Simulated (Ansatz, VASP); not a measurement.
# C in VASP and in Ansatz

File INCAR:

```
  PREC = Accurate
  ENCUT = 600
  EDIFF = 1E-7
  ISMEAR = -1
  SIGMA = 0.15
  LREAL = F
  LASPH = T
  NELM = 80
  ALGO = Normal
  ISIF = 3
  LWAVE = F
  LCHARG = F
  GGA = PE
  IVDW = 12
  IBRION = 2
  NSW = 80
  EDIFFG = -0.001
```

Contents of KPOINTS:

```
Automatic mesh
0
Gamma
  18 18 12
```

Contents of POSCAR:

```
C
1.0
    2.4647381243      0.0000000000      0.0000000000
   -1.2323690622      2.1345258293      0.0000000000
    0.0000000000      0.0000000000      3.5674261550
C
2
Direct
    0.3333333333      0.6666666667      0.0000000000
    0.6666666667      0.3333333333      0.0000000000
```

Input for Ansatz:

```yaml
crystal:
  lattice:
    - [2.4647381243, 0.0, 0.0]
    - [-1.2323690622, 2.1345258293, 0.0]
    - [0.0, 0.0, 3.567426155]
  atoms:
    - { symbol: C, position: [0.3333333333, 0.6666666667, 0.0] }
    - { symbol: C, position: [0.6666666667, 0.3333333333, 0.0] }
basis:
  ecutwfc: 420
kpoints:
  mp_grid: { grid: [18, 18, 12] }
hamiltonian:
  xc: pbe
  dispersion: d3bj
scf:
  occupations: { method: fermi_dirac, width: 0.15 }
output:
  forces: true
  stress: true
  eigenvalues: true
  write_density: true
  write_potential: true
  elf: true
  volumetric_format: npy
relax:
  adjacent_minimum: "off"
  f_tol: 0.001
  max_steps: 60
  cell: { stress_tol: 0.01 }
```

Alike in both runs: task relaxation of cell and atoms; functional PBE; dispersion D3(BJ); k mesh 18 × 18 × 12; occupations fermi-dirac, width 0.15 eV; no spin polarisation.

```csv
,VASP,Ansatz
version,VASP 6.6.1,Ansatz 0.2.0
potentials or method,"VASP PAW PBE potentials, release 64 (C), cutoff 600 eV","scalar-relativistic, plane waves, PAW"
valence electrons in the cell,8,8
```

Ansatz gave:

```
gap on the k mesh at the Fermi level, each at its own relaxed structure (eV) : none
relaxed volume (Å³/atom)                                                     : 9.38
relaxed cell length with the largest relative difference (Å)                 : 3.567
```

Q: Estimate VASP's values.

A: gap on the k mesh at the Fermi level, each at its own relaxed structure (eV): none; relaxed volume (Å³/atom): 9.29; relaxed cell length with the largest relative difference (Å): 3.529.

A gap of «none» marks a metal or a gap that the smearing closes.
